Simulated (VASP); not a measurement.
A run of VASP 6.6.1:

The input INCAR:

```
SYSTEM = BN
PREC = Accurate ; ENCUT = 520
EDIFF = 1E-6 ; ISMEAR = 0
SIGMA = 0.05 ; LREAL = .FALSE.
LASPH = .TRUE. ; NELM = 80
ALGO = Normal ; ISIF = 2
LWAVE = .FALSE. ; LCHARG = .FALSE.
GGA = PE ; NBANDS = 16
```

KPOINTS

```
regular mesh
0
G
  12 12 4
  0 0 0
```

The input POSCAR:

```
BN
1.0
    2.4236696851     -0.0057740119     -0.0244579324
   -1.2168352835      2.2560560920     -0.2089881462
   -0.0650637856     -0.6795284982      6.4256820222
B N
2 2
Direct
    0.4248970793      0.6190015002      0.2736684756
    0.8043215525      0.4915242574      0.7194171480
    0.2470195481      0.6727390777      0.7505484063
    0.5237618202      0.2167351646      0.2563659700
```

Potentials or basis: VASP PAW PBE potentials, release 64 (B, N).

Run with:

```bash
$ cat potpaw_PBE.64/B/POTCAR potpaw_PBE.64/N/POTCAR > POTCAR
$ mpirun -np 1 vasp_std > vasp.out
```

Hardware: 1 thread of Intel(R) Xeon(R) Platinum 8375C CPU @ 2.90GHz (Ice Lake) (shared host).

Question: Estimate the wall time of this run.

Answer: It took 95 s on 1 thread of Intel(R) Xeon(R) Platinum 8375C CPU @ 2.90GHz (Ice Lake) (shared host), peak memory 0.24 GiB. Counts: scf iterations 14, k points 292.
